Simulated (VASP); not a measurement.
# CsPbBr3 (Pm-3m) in VASP: further runs, part 2 of 2

VASP 6.6.1. The steps go on from the part before.

## 3. Single point, r2SCAN

This run uses another cell than the first one, of 40.45 Å³/atom.

POSCAR

```
CsPbBr3
1.0
    5.8700000000      0.0000000000      0.0000000000
    0.0000000000      5.8700000000      0.0000000000
    0.0000000000      0.0000000000      5.8700000000
Pb Cs Br
1 1 3
Direct
    0.5000000000      0.5000000000      0.5000000000
    0.0000000000      0.0000000000      0.0000000000
    0.5000000000      0.5000000000      0.0000000000
    0.5000000000      0.0000000000      0.5000000000
    0.0000000000      0.5000000000      0.5000000000
```

INCAR.step1

```
PREC = Accurate
ENCUT = 520
ISMEAR = -1
SIGMA = 0.05
LREAL = F
LASPH = T
NELM = 100
NBANDS = 30
GGA = PE
ALGO = Normal
EDIFF = 1E-4
LWAVE = T
LCHARG = F
```

INCAR.step2

```
PREC = Accurate
ENCUT = 520
EDIFF = 1E-7
ISMEAR = -1
SIGMA = 0.05
LREAL = F
LASPH = T
NELM = 100
ALGO = Normal
ISIF = 2
LWAVE = F
LCHARG = T
METAGGA = R2SCAN
LMIXTAU = T
LELF = T
LVHAR = T
NBANDS = 30
ISTART = 1
```

KPOINTS

```
regular mesh
0
Gamma
  5 5 5
```

Potentials or basis: VASP PAW PBE potentials, release 64 (Pb_d, Cs_sv, Br).

Started as:

```console
> cat potpaw_PBE.64/Pb_d/POTCAR potpaw_PBE.64/Cs_sv/POTCAR potpaw_PBE.64/Br/POTCAR > POTCAR
> cp INCAR.step1 INCAR
> mpirun -np 1 vasp_std > vasp.out
> cp INCAR.step2 INCAR
> mpirun -np 1 vasp_std > vasp.out
```

OUTCAR:

```text
PREC = Accurate
   ENCUT = 520
   EDIFF = 1E-7
   ISMEAR = -1
   LREAL = F
   LASPH = T
   NELM = 100
   ISIF = 2
   METAGGA = R2SCAN
   ISTART = 1

 ion  position               nearest neighbor table
   1  0.500  0.500  0.500-   3 2.94   4 2.94   5 2.94   3 2.94   4 2.94   5 2.94
   2  0.000  0.000  0.000-
   3  0.500  0.500  0.000-   1 2.94   1 2.94
   4  0.500  0.000  0.500-   1 2.94   1 2.94
   5  0.000  0.500  0.500-   1 2.94   1 2.94

  LATTYP: Found a simple cubic cell.
 ALAT       =     5.8700000000

  Lattice vectors:

 A1 = (   5.8700000000,   0.0000000000,   0.0000000000)
 A2 = (   0.0000000000,   5.8700000000,   0.0000000000)
 A3 = (   0.0000000000,   0.0000000000,   5.8700000000)

Analysis of symmetry for initial positions (statically):
=====================================================================
 Subroutine PRICEL returns:
 Original cell was already a primitive cell.

 Routine SETGRP: Setting up the symmetry group for a
 simple cubic supercell.

 Subroutine GETGRP returns: Found 48 space group operations
 (whereof 48 operations were pure point group operations)
 out of a pool of 48 trial point group operations.

The static configuration has the point symmetry O_h .

Analysis of symmetry for dynamics (positions and initial velocities):
=====================================================================
 Subroutine PRICEL returns:
 Original cell was already a primitive cell.

 Routine SETGRP: Setting up the symmetry group for a
 simple cubic supercell.

 Subroutine GETGRP returns: Found 48 space group operations
 (whereof 48 operations were pure point group operations)
[... 106 lines left out ...]
   EMIN   =  10.00;   EMAX   =-10.00  energy-range for DOS
   EFERMI =   0.00;   METHOD = LEGACY
   ISMEAR =    -1;   SIGMA  =   0.05  broadening in eV -4-tet -1-fermi 0-gaus
   EFERMI_NEDOS =   21; number of points for ismear=-14 and -15
   IALGO  =     38    algorithm
   IMIX   =      4    mixing-type and parameters
     AMIX     =   0.40;   BMIX     =  1.00
     AMIX_MAG =   1.60;   BMIX_MAG =  1.00
  volume/ion in A,a.u.               =      40.45       272.99
  Fermi-wavevector in a.u.,A,eV,Ry     =   0.984587  1.860600 13.189657  0.969412
  Thomas-Fermi vector in A             =   2.115831
   LORBIT       =      0    0 simple, 1 ext, 2 COOP (PROOUT), +10 PAW based schemes
   METAGGA = R2SCAN    functional components
   LHFCALC =     F    Hartree Fock is set to
   AEXX    =    0.0000 exact exchange contribution
   IVDW    =     0    specifies the selected vdW correction
   LEPSILON=     F    determine dielectric tensor
   LRPA    =     F    only Hartree local field effects (RPA)
 non-spin polarized calculation
  energy-cutoff  :      520.00
  volume of cell :      202.26
 maximum number of plane-waves:      5467
 NGX is ok and might be reduce to    48
   NGX = 21   NGY = 21   NGZ = 21

 number of electron      44.0000000 magnetization

 Free energy of the ion-electron system (eV)
  ---------------------------------------------------
  ext. energy  EPLUGINS =         0.00000000
  ---------------------------------------------------
  free energy    TOTEN  =      -128.47289629 eV

  energy without entropy =     -128.47289629  energy(sigma->0) =     -128.47289629

 E-fermi :   1.5897     XC(G=0):  -8.0424

 val. band max:        0.4699635334   @ k =   0.4000   0.4000   0.4000
 cond. band min:       3.4596359573   @ k =   0.4000   0.4000   0.4000
 fundamental gap:      2.9896724239
 Fermi energy:         1.5897123840

 k-point     1 :       0.0000    0.0000    0.0000
  band No.  band energies     occupation
      1     -21.0511      2.00000
      2     -16.3920      2.00000
      3     -16.3920      2.00000
      4     -16.2107      2.00000
      5     -16.2107      2.00000
      6     -16.2107      2.00000
[... 319 lines left out ...]
     29       6.8715      0.00000
     30       7.8293      0.00000

------------------------ aborting loop because EDIFF is reached ----------------------------------------

  FORCE on cell =-STRESS in cart. coord.  units (eV):
  Direction    XX          YY          ZZ          XY          YZ          ZX
  --------------------------------------------------------------------------------------
  -------------------------------------------------------------------------------------
  Total        0.9359930      0.9359930      0.9359930      0.0000000     -0.0000000      0.0000000
  in kB        7.4142782      7.4142782      7.4142782      0.0000000     -0.0000000      0.0000000
  external PRESSURE =       7.4142782 kB  Pullay stress =       0.0000000 kB

 VOLUME and BASIS-vectors are now :
 -----------------------------------------------------------------------------
  energy-cutoff  :      520.00
  volume of cell :      202.26
      direct lattice vectors                 reciprocal lattice vectors
     5.870000000  0.000000000  0.000000000     0.170357751  0.000000000  0.000000000
     0.000000000  5.870000000  0.000000000     0.000000000  0.170357751  0.000000000
     0.000000000  0.000000000  5.870000000     0.000000000  0.000000000  0.170357751

 POSITION                                       TOTAL-FORCE (eV/Angst)
 -----------------------------------------------------------------------------------
      2.93500      2.93500      2.93500         0.000000      0.000000      0.000000
      0.00000      0.00000      0.00000         0.000000      0.000000      0.000000
      2.93500      2.93500      0.00000         0.000000      0.000000      0.000000
      2.93500      0.00000      2.93500         0.000000      0.000000      0.000000
      0.00000      2.93500      2.93500         0.000000      0.000000      0.000000
 -----------------------------------------------------------------------------------
    total drift:                                0.000000     -0.000000     -0.000000

  FREE ENERGIE OF THE ION-ELECTRON SYSTEM (eV)
  ---------------------------------------------------
  free  energy   TOTEN  =      -128.4728962887 eV

  energy  without entropy=     -128.4728962886  energy(sigma->0) =     -128.47289629
```

OUTCAR.step1:

```text
PREC = Accurate
   ENCUT = 520
   ISMEAR = -1
   LREAL = F
   LASPH = T
[... 544 lines left out ...]
      0.00000      0.00000      0.00000         0.000000      0.000000      0.000000
      2.93500      2.93500      0.00000         0.000000      0.000000      0.000000
      2.93500      0.00000      2.93500         0.000000      0.000000      0.000000
      0.00000      2.93500      2.93500         0.000000      0.000000      0.000000
 -----------------------------------------------------------------------------------
    total drift:                                0.000000     -0.000000     -0.000000

  FREE ENERGIE OF THE ION-ELECTRON SYSTEM (eV)
  ---------------------------------------------------
  free  energy   TOTEN  =       -15.8492526199 eV

  energy  without entropy=      -15.8492526199  energy(sigma->0) =      -15.84925262
```

It took 4.7 min on 1 thread of Intel Xeon Platinum 8259CL at 2.50GHz (Skylake/Cascade Lake), shared host; peak memory 0.4 GiB.

What came out:

* Free energy: -128.4729 eV
* Pressure: 0.7 GPa
* Band gap on the k mesh: 2.99 eV

Levels at points of the mesh, in eV from the valence-band top:
| k point | band 19 | band 20 | band 21 | band 22 | band 23 | band 24 | band 25 | band 26 |
| --- | --- | --- | --- | --- | --- | --- | --- | --- |
| (0.00, 0.00, 0.00) | -1.73 | -1.61 | -1.61 | -1.61 | 4.09 | 5.06 | 5.06 | 5.90 |

Caveat: the PAW data sets were made with another functional, which shifts forces and pressure a little; spin-orbit coupling is left out, which moves the levels of the heavy elements; an odd mesh through Γ misses points on the zone boundary, where band edges can lie.
